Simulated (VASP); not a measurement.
# Ca2As2Pt (I4/mmm) in VASP: settings compared

The runs below take Ca2As2Pt through single point, with PBE, LDA.

Program: VASP 6.6.1. These are calculated values, not measurements. Logs are shortened: lines on timing, memory, paths and dates and some standing lists are left out, and cuts for length are marked.

### 1 The cell of the first run

It takes space group I4/mmm (No. 139, tetragonal). The conventional cell has a = 4.455 Å, b = 4.455 Å, c = 10.519 Å, α = 90.00°, β = 90.00°, γ = 90.00°. Pt (site symmetry 4/mmm) has 10 As at 3.38 to 4.04 Å and 8 Ca at 3.45 Å and 4 Pt at 4.46 Å within 4.5 Å. Within 3.5 Å of Ca (site symmetry -4m2) lie 4 As at 2.64 Å and 4 Ca at 3.15 Å and 4 Pt at 3.45 Å. As (site symmetry 4mm) has 1 As at 2.44 Å and 4 Ca at 2.64 Å within 3.2 Å.

### 2 Single point, PBE

INCAR reads:

```
SYSTEM = Ca2As2Pt
PREC     = Accurate       ! precision mode
ENCUT    = 520            ! plane-wave cutoff, eV
EDIFF    = 1E-6           ! SCF threshold, eV
ISMEAR   = 1              ! smearing method
SIGMA    = 0.1129         ! smearing width, eV
LREAL    = .FALSE.        ! projectors in reciprocal space
LASPH    = .TRUE.         ! aspherical terms in the spheres
NELM     = 60             ! most SCF steps
ALGO     = Normal         ! electronic algorithm
ISIF     = 2              ! what is computed and relaxed
LWAVE    = .FALSE.        ! write WAVECAR
LCHARG   = .FALSE.        ! write CHGCAR
GGA      = PE             ! functional
NBANDS   = 28             ! bands
```

KPOINTS reads:

```
Automatic mesh
0
G
  5 5 5
  0 0 0
```

POSCAR reads:

```
Ca2As2Pt
1.0
    0.0000000000      4.4551220000      0.0000000000
    4.4551220000      0.0000000000      0.0000000000
    2.2275610000      2.2275610000     -5.2596090000
Pt Ca As
1 2 2
Direct
    0.0000000000      0.0000000000      0.0000000000
    0.7500000000      0.2500000000      0.5000000000
    0.2500000000      0.7500000000      0.5000000000
    0.3842000000      0.3842000000      0.2316000000
    0.6158000000      0.6158000000      0.7684000000
```

Potentials or basis: VASP PAW PBE potentials, release 64 (Pt, Ca_sv, As).

Launch:

```
$ cat potpaw_PBE.64/Pt/POTCAR potpaw_PBE.64/Ca_sv/POTCAR potpaw_PBE.64/As/POTCAR > POTCAR
$ mpirun -np 1 vasp_std > vasp.out
```

OUTCAR:

```text
SYSTEM = Ca2As2Pt
   PREC = Accurate
   ENCUT = 520
   EDIFF = 1E-6
   ISMEAR = 1
   LREAL = .FALSE.
   LASPH = .TRUE.
   NELM = 60
   ISIF = 2
   GGA = PE

 ion  position               nearest neighbor table
   1  0.000  0.000  0.000-
   2  0.750  0.250  0.500-   4 2.64   5 2.64   5 2.64   4 2.64   3 3.15   3 3.15   3 3.15   3 3.15

   3  0.250  0.750  0.500-   4 2.64   5 2.64   5 2.64   4 2.64   2 3.15   2 3.15   2 3.15   2 3.15

   4  0.384  0.384  0.232-   5 2.44   3 2.64   2 2.64   3 2.64   2 2.64
   5  0.616  0.616  0.768-   4 2.44   2 2.64   3 2.64   3 2.64   2 2.64

  LATTYP: Found a body centered tetragonal cell.
 ALAT       =     4.4551220000
 C/A-ratio  =     2.3611515016

  Lattice vectors:

 A1 = (  -2.2275610000,   2.2275610000,   5.2596090000)
 A2 = (   2.2275610000,  -2.2275610000,   5.2596090000)
 A3 = (   2.2275610000,   2.2275610000,  -5.2596090000)

Analysis of symmetry for initial positions (statically):
=====================================================================
 Subroutine PRICEL returns:
 Original cell was already a primitive cell.

 Routine SETGRP: Setting up the symmetry group for a
 body centered tetragonal supercell.

 Subroutine GETGRP returns: Found 16 space group operations
 (whereof 16 operations were pure point group operations)
 out of a pool of 16 trial point group operations.

The static configuration has the point symmetry D_4h.

Analysis of symmetry for dynamics (positions and initial velocities):
=====================================================================
 Subroutine PRICEL returns:
 Original cell was already a primitive cell.

 Routine SETGRP: Setting up the symmetry group for a
 body centered tetragonal supercell.

 Subroutine GETGRP returns: Found 16 space group operations
 (whereof 16 operations were pure point group operations)
 out of a pool of 16 trial point group operations.

The dynamic configuration has the point symmetry D_4h.

 Subroutine INISYM returns: Found 16 space group operations
 (whereof 16 operations are pure point group operations),
 and found     1 'primitive' translations

----------------------------------------------------------------------------------------

                                     Primitive cell

  volume of cell :     104.3933

  direct lattice vectors                    reciprocal lattice vectors
     0.000000000  4.455122000  0.000000000     0.000000000  0.224460744  0.095064101
     4.455122000  0.000000000  0.000000000     0.224460744  0.000000000  0.095064101
     2.227561000  2.227561000 -5.259609000     0.000000000  0.000000000 -0.190128202

  length of vectors
     4.455122000  4.455122000  6.130868034     0.243761787  0.243761787  0.190128202

  position of ions in fractional coordinates (direct lattice)
     0.000000000  0.000000000  0.000000000
     0.750000000  0.250000000  0.500000000
     0.250000000  0.750000000  0.500000000
     0.384200000  0.384200000  0.231600000
     0.615800000  0.615800000  0.768400000

  ion indices of the primitive-cell ions
   primitive index   ion index
                 1           1
                 2           2
                 3           3
                 4           4
                 5           5

----------------------------------------------------------------------------------------

 KPOINTS: Automatic mesh

Automatic generation of k-mesh.
 Grid dimensions read from file:
 generate k-points for:    5    5    5

 Generating k-lattice:

  Cartesian coordinates                     Fractional coordinates (reciprocal lattice)
     0.000000000  0.044892149  0.019012820     0.200000000  0.000000000  0.000000000
     0.044892149  0.000000000  0.019012820     0.000000000  0.200000000  0.000000000
     0.000000000  0.000000000 -0.038025640     0.000000000  0.000000000  0.200000000

  Length of vectors
     0.048752357  0.048752357  0.038025640

  Shift w.r.t. Gamma in fractional coordinates (k-lattice)
     0.000000000  0.000000000  0.000000000

 Subroutine IBZKPT returns following result:
 ===========================================

 Found     18 irreducible k-points:

 Following reciprocal coordinates:
            Coordinates               Weight
  0.000000  0.000000  0.000000      1.000000
  0.200000  0.000000 -0.000000      8.000000
  0.400000  0.000000 -0.000000      8.000000
  0.200000  0.200000 -0.000000      8.000000
  0.400000  0.200000 -0.000000     16.000000
 -0.400000  0.200000  0.000000     16.000000
[... 10 lines left out ...]
  0.000000  0.000000  0.400000      2.000000
 -0.200000  0.000000  0.400000      4.000000
   k-points           NKPTS =     18   k-points in BZ     NKDIM =     18   number of bands    NBANDS=     28
   number of dos      NEDOS =    301   number of ions     NIONS =      5
   total plane-waves  NPLWV =  62208
   dimension x,y,z NGX =    36 NGY =   36 NGZ =   48
   dimension x,y,z NGXF=    72 NGYF=   72 NGZF=   96
   ions per type =               1   2   2
   NGX,Y,Z   is equivalent  to a cutoff of  13.43, 13.43, 13.02 a.u.
   NGXF,Y,Z  is equivalent  to a cutoff of  26.87, 26.87, 26.03 a.u.
 SYSTEM =  Ca2As2Pt
   PREC   = accura    normal or accurate (medium, high low for compatibility)
   ISTART =      0    job   : 0-new  1-cont  2-samecut
   ICHARG =      2    charge: 1-file 2-atom 10-const
   ISPIN  =      1    spin polarized calculation?
   LNONCOLLINEAR =      F non collinear calculations
   LSORBIT =      F    spin-orbit coupling
   LASPH  =      T    aspherical Exc in radial PAW
   ENCUT  =  520.0 eV  38.22 Ry    6.18 a.u.   8.28  8.28 11.40*2*pi/ulx,y,z
   NELM   =     60;   NELMIN=  2; NELMDL= -5     # of ELM steps
   EDIFF  = 0.1E-05   stopping-criterion for ELM
   LREAL  =      F    real-space projection
   EDIFFG = 0.1E-04   stopping-criterion for IOM
   NSW    =      0    number of steps for IOM
   IBRION =     -1    ionic relax: 0-MD 1-quasi-New 2-CG
   NFREE  =      0    steps in history (QN), initial steepest desc. (CG)
   ISIF   =      2    stress and relaxation
   ISYM   =      2    0-nonsym 1-usesym 2-fastsym
   POTIM  = 0.5000    time-step for ionic-motion
   TEBEG  =    0.0;   TEEND  =   0.0 temperature during run
   PSTRESS=    0.0 pullay stress
   NELECT =      40.0000    total number of electrons
   NUPDOWN=      -1.0000    fix difference up-down
   EMIN   =  10.00;   EMAX   =-10.00  energy-range for DOS
   EFERMI =   0.00;   METHOD = LEGACY
   ISMEAR =     1;   SIGMA  =   0.11  broadening in eV -4-tet -1-fermi 0-gaus
   EFERMI_NEDOS =   21; number of points for ismear=-14 and -15
   IALGO  =     38    algorithm
   IMIX   =      4    mixing-type and parameters
     AMIX     =   0.40;   BMIX     =  1.00
     AMIX_MAG =   1.60;   BMIX_MAG =  1.00
  volume/ion in A,a.u.               =      20.88       140.90
  Fermi-wavevector in a.u.,A,eV,Ry     =   1.189060  2.246998 19.236798  1.413865
  Thomas-Fermi vector in A             =   2.325176
   LORBIT       =      0    0 simple, 1 ext, 2 COOP (PROOUT), +10 PAW based schemes
   GGA     = PE    functional components
   LHFCALC =     F    Hartree Fock is set to
   AEXX    =    0.0000 exact exchange contribution
   IVDW    =     0    specifies the selected vdW correction
   LEPSILON=     F    determine dielectric tensor
   LRPA    =     F    only Hartree local field effects (RPA)
 non-spin polarized calculation
 Methfessel and Paxton  Order N= 1 SIGMA  =   0.11
  energy-cutoff  :      520.00
  volume of cell :      104.39
 maximum number of plane-waves:      2829
 NGX is ok and might be reduce to    36
   NGX = 17   NGY = 17   NGZ = 23

 number of electron      40.0000001 magnetization

 Free energy of the ion-electron system (eV)
  ---------------------------------------------------
  ext. energy  EPLUGINS =         0.00000000
  ---------------------------------------------------
  free energy    TOTEN  =       -18.15510260 eV

  energy without entropy =      -18.15628889  energy(sigma->0) =      -18.15549803

 E-fermi :   5.0459     XC(G=0): -10.3837

 val. band max:        5.0293676053   @ k =   0.2000   0.0000  -0.0000
 cond. band min:       5.0924773127   @ k =  -0.2000   0.2000   0.0000
 fundamental gap:      0.0631097075
 Fermi energy:         5.0459462639

 k-point     1 :       0.0000    0.0000    0.0000
  band No.  band energies     occupation
      1     -34.9595      2.00000
      2     -34.8054      2.00000
      3     -16.4096      2.00000
      4     -16.4096      2.00000
      5     -16.0745      2.00000
      6     -15.8448      2.00000
[... 20 lines left out ...]
     27      10.6173      0.00000
     28      11.0479      0.00000

 k-point     2 :       0.2000    0.0000   -0.0000
  band No.  band energies     occupation
      1     -34.9444      2.00000
      2     -34.8197      2.00000
      3     -16.3818      2.00000
      4     -16.3578      2.00000
      5     -16.0479      2.00000
      6     -15.9285      2.00000
[... 20 lines left out ...]
     27      10.3154      0.00000
     28      10.3439      0.00000

 k-point     3 :       0.4000    0.0000   -0.0000
  band No.  band energies     occupation
      1     -34.9051      2.00000
      2     -34.8575      2.00000
      3     -16.2839      2.00000
      4     -16.2200      2.00000
      5     -16.1124      2.00000
      6     -16.0455      2.00000
[... 20 lines left out ...]
     27       9.7349      0.00000
     28       9.9666      0.00000

 k-point     4 :       0.2000    0.2000   -0.0000
  band No.  band energies     occupation
      1     -34.9319      2.00000
      2     -34.8311      2.00000
      3     -16.4777      2.00000
      4     -16.1964      2.00000
      5     -16.1179      2.00000
      6     -16.0289      2.00000
[... 20 lines left out ...]
     27       9.8589      0.00000
     28      10.1586      0.00000

 k-point     5 :       0.4000    0.2000   -0.0000
  band No.  band energies     occupation
      1     -34.8999      2.00000
      2     -34.8614      2.00000
      3     -16.4724      2.00000
      4     -16.3357      2.00000
      5     -16.0129      2.00000
      6     -15.9737      2.00000
[... 20 lines left out ...]
     27       9.5251      0.00000
     28       9.9104      0.00000

 k-point     6 :      -0.4000    0.2000    0.0000
  band No.  band energies     occupation
      1     -34.8999      2.00000
      2     -34.8613      2.00000
      3     -16.4702      2.00000
      4     -16.3379      2.00000
      5     -16.0123      2.00000
      6     -15.9700      2.00000
[... 277 lines left out ...]
      5     -16.0134      2.00000
      6     -15.9759      2.00000
[... 20 lines left out ...]
     27       9.5132      0.00000
     28      10.2211      0.00000

 k-point    16 :      -0.2000   -0.2000    0.2000
  band No.  band energies     occupation
      1     -34.9318      2.00000
      2     -34.8311      2.00000
      3     -16.4791      2.00000
      4     -16.1967      2.00000
      5     -16.1164      2.00000
      6     -16.0354      2.00000
[... 20 lines left out ...]
     27       9.7426      0.00000
     28      10.1811      0.00000

 k-point    17 :       0.0000    0.0000    0.4000
  band No.  band energies     occupation
      1     -34.9593      2.00000
      2     -34.8055      2.00000
      3     -16.4101      2.00000
      4     -16.4101      2.00000
      5     -16.0894      2.00000
      6     -15.8447      2.00000
[... 20 lines left out ...]
     27       9.9569      0.00000
     28      10.5736      0.00000

 k-point    18 :      -0.2000    0.0000    0.4000
  band No.  band energies     occupation
      1     -34.9442      2.00000
      2     -34.8197      2.00000
      3     -16.3833      2.00000
      4     -16.3581      2.00000
      5     -16.0604      2.00000
      6     -15.9269      2.00000
[... 20 lines left out ...]
     27      10.1155      0.00000
     28      10.4073      0.00000

------------------------ aborting loop because EDIFF is reached ----------------------------------------

  FORCE on cell =-STRESS in cart. coord.  units (eV):
  Direction    XX          YY          ZZ          XY          YZ          ZX
  --------------------------------------------------------------------------------------
  -------------------------------------------------------------------------------------
  Total       12.7369291     12.7369291      3.7938570      0.0000000      0.0000000      0.0000000
  in kB      195.4801438    195.4801438     58.2262575      0.0000000      0.0000000      0.0000000
  external PRESSURE =     149.7288483 kB  Pullay stress =       0.0000000 kB

 VOLUME and BASIS-vectors are now :
 -----------------------------------------------------------------------------
  energy-cutoff  :      520.00
  volume of cell :      104.39
      direct lattice vectors                 reciprocal lattice vectors
     0.000000000  4.455122000  0.000000000     0.000000000  0.224460744  0.095064101
     4.455122000  0.000000000  0.000000000     0.224460744  0.000000000  0.095064101
     2.227561000  2.227561000 -5.259609000     0.000000000  0.000000000 -0.190128202

 POSITION                                       TOTAL-FORCE (eV/Angst)
 -----------------------------------------------------------------------------------
      0.00000      0.00000      0.00000         0.000000      0.000000      0.000000
      2.22756      4.45512     -2.62980        -0.000000      0.000000      0.000000
      4.45512      2.22756     -2.62980         0.000000     -0.000000      0.000000
      2.22756      2.22756     -1.21813         0.000000      0.000000      3.546981
      4.45512      4.45512     -4.04148         0.000000      0.000000     -3.546981
 -----------------------------------------------------------------------------------
    total drift:                                0.000000      0.000000     -0.000000

  FREE ENERGIE OF THE ION-ELECTRON SYSTEM (eV)
  ---------------------------------------------------
  free  energy   TOTEN  =       -18.1551026034 eV

  energy  without entropy=      -18.1562888947  energy(sigma->0) =      -18.15549803
```

It took 3 min on 1 thread of AMD EPYC, shared host; peak memory 0.23 GiB.

Results:

| Property | Result |
| --- | --- |
| Free energy | -18.1551 eV |
| Pressure | 15.0 GPa |
| Largest force | 3.547 eV/Å |
| Band gap on the k mesh | zero (bands 20 and 21 overlap by 0.30 eV) |

Forces in eV/Å, atoms in the order of the input:
```
Pt   0.000  0.000  0.000
Ca   0.000  0.000  0.000
Ca   0.000  0.000  0.000
As   0.000  0.000  3.547
As   0.000  0.000 -3.547
```

Stress tensor (GPa, compression positive):
```
19.55  0.00  0.00
 0.00 19.55  0.00
 0.00  0.00  5.82
```

Levels at points of the mesh, in eV from the Fermi level:
```csv
k point,band 16,band 17,band 18,band 19,band 20,band 21,band 22,band 23,band 24,band 25
"(0.00, 0.00, 0.00)",-1.69,-1.64,-1.38,-1.00,-0.89,0.29,0.29,1.59,4.29,4.47
```

Caveat: the stress differs along the axes, from 6 to 20 GPa; spin-orbit coupling is left out, which moves the levels of the heavy elements; forces of over 1 eV/Å act on the atoms, so gaps and moduli don't describe the material at rest.

### 3 Single point, LDA

INCAR reads:

```
PREC     = Accurate       # precision mode
ENCUT    = 520            # plane-wave cutoff, eV
EDIFF    = 1E-6           # SCF threshold, eV
ISMEAR   = 1              # smearing method
SIGMA    = 0.1129         # smearing width, eV
LREAL    = False          # projectors in reciprocal space
LASPH    = True           # aspherical terms in the spheres
NELM     = 60             # most SCF steps
ALGO     = Normal         # electronic algorithm
ISIF     = 2              # what is computed and relaxed
LWAVE    = False          # write WAVECAR
LCHARG   = False          # write CHGCAR
NBANDS   = 28             # bands
```

KPOINTS reads:

```
Automatic mesh
0
Gamma
  5 5 5
```

POSCAR is that of step 2.

Potentials or basis: VASP PAW LDA potentials, release 64 (Pt, Ca_sv, As).

Launch:

```
$ cat potpaw_LDA.64/Pt/POTCAR potpaw_LDA.64/Ca_sv/POTCAR potpaw_LDA.64/As/POTCAR > POTCAR
$ mpirun -np 1 vasp_std > vasp.out
```

Wall time 3.2 min (1 thread of AMD EPYC, shared host); peak memory 0.2 GiB.

Results (log left out):

```
Free energy            : -22.0062 eV
Pressure               : 8.6 GPa
Largest force          : 3.424 eV/Å
Band gap on the k mesh : zero (bands 20 and 21 overlap by 0.32 eV)
```

Forces in eV/Å, atoms in the order of the input:
```
Pt   0.000  0.000  0.000
Ca   0.000  0.000  0.000
Ca   0.000  0.000  0.000
As   0.000  0.000  3.424
As   0.000  0.000 -3.424
```

Stress tensor (GPa, compression positive):
```
13.21  0.00  0.00
 0.00 13.21  0.00
 0.00  0.00 -0.64
```

Levels at points of the mesh, in eV from the Fermi level:
```csv
k point,band 16,band 17,band 18,band 19,band 20,band 21,band 22,band 23,band 24,band 25
"(0.00, 0.00, 0.00)",-1.70,-1.67,-1.39,-1.02,-0.91,0.30,0.30,1.49,4.20,4.36
```

Caveat: the stress differs along the axes, from -1 to 13 GPa; spin-orbit coupling is left out, which moves the levels of the heavy elements; forces of over 1 eV/Å act on the atoms, so gaps and moduli don't describe the material at rest.

### 4 Single point, PBE, collinear spin

INCAR reads:

```
PREC = Accurate ; ENCUT = 520
EDIFF = 1E-6 ; ISMEAR = 1
SIGMA = 0.1129 ; LREAL = F
LASPH = T ; NELM = 150
ALGO = Normal ; ISIF = 2
LWAVE = F ; LCHARG = T
ISPIN = 2 ; MAGMOM = 3 2 3 3 3
LORBIT = 11 ; LMAXMIX = 4
GGA = PE ; LELF = T
LVHAR = T ; NBANDS = 32
```

KPOINTS is that of step 3.

POSCAR is that of step 3.

Potentials or basis: VASP PAW PBE potentials, release 64 (Pt, Ca_sv, As).

Launch:

```
$ cat potpaw_PBE.64/Pt/POTCAR potpaw_PBE.64/Ca_sv/POTCAR potpaw_PBE.64/As/POTCAR > POTCAR
$ mpirun -np 1 vasp_std > vasp.out
```

It took 8 min on 1 thread of AMD EPYC, shared host; peak memory 0.3 GiB.

Results (log left out):

- Free energy: -18.1551 eV
- Pressure: 15.0 GPa
- Largest force: 3.547 eV/Å
- Band gap on the k mesh: zero (filled and empty bands overlap)
- Net moment: 0.00 μB per cell
- Valence electrons inside the program's atomic spheres: Pt 8.87; Ca 8.38; As 2.87

Forces on the atoms (eV/Å):
```
Pt   0.000  0.000  0.000
Ca   0.000  0.000  0.000
Ca   0.000  0.000  0.000
As   0.000  0.000  3.547
As   0.000  0.000 -3.547
```

Stress tensor (GPa, compression positive):
```
19.54  0.00  0.00
 0.00 19.54  0.00
 0.00  0.00  5.81
```

Levels at points of the mesh, in eV from the Fermi level:
Spin up:
```tsv
k point	band 18	band 19	band 20	band 21	band 22	band 23
(0.00, 0.00, 0.00)	-1.38	-1.00	-0.89	0.29	0.29	1.59
```
Spin down:
```tsv
k point	band 18	band 19	band 20	band 21	band 22	band 23
(0.00, 0.00, 0.00)	-1.38	-1.00	-0.89	0.29	0.29	1.59
```

Caveat: the stress differs along the axes, from 6 to 20 GPa; spin-orbit coupling is left out, which moves the levels of the heavy elements; forces of over 1 eV/Å act on the atoms, so gaps and moduli don't describe the material at rest.

### 5 Overview

| level | potentials or basis | spin | gap on the mesh (eV) | pressure (GPa) | largest force (eV/Å) |
| --- | --- | --- | --- | --- | --- |
| PBE | VASP PAW PBE potentials, release 64 (Pt, Ca_sv, As) | off | none | 15.0 | 3.55 |
| LDA | VASP PAW LDA potentials, release 64 (Pt, Ca_sv, As) | off | none | 8.6 | 3.42 |
| PBE | VASP PAW PBE potentials, release 64 (Pt, Ca_sv, As) | collinear | none | 15.0 | 3.55 |

Alike in all rows: task single point; cell as given; k mesh 5 × 5 × 5; cutoff (eV) 520; smearing methfessel-paxton 0.1129 eV.

Caveats: spin-orbit coupling is left out, which moves the levels of the heavy elements; forces of over 1 eV/Å act on the atoms, so gaps and moduli don't describe the material at rest; the stress differs along the axes, from 6 to 20 GPa (at least some runs); the stress differs along the axes, from -1 to 13 GPa (at least some runs).

Total energies depend on the potentials used, so only differences within one code and one set of settings carry meaning.

The gap in the log of VASP goes by the Fermi energy; the results here count the filled bands.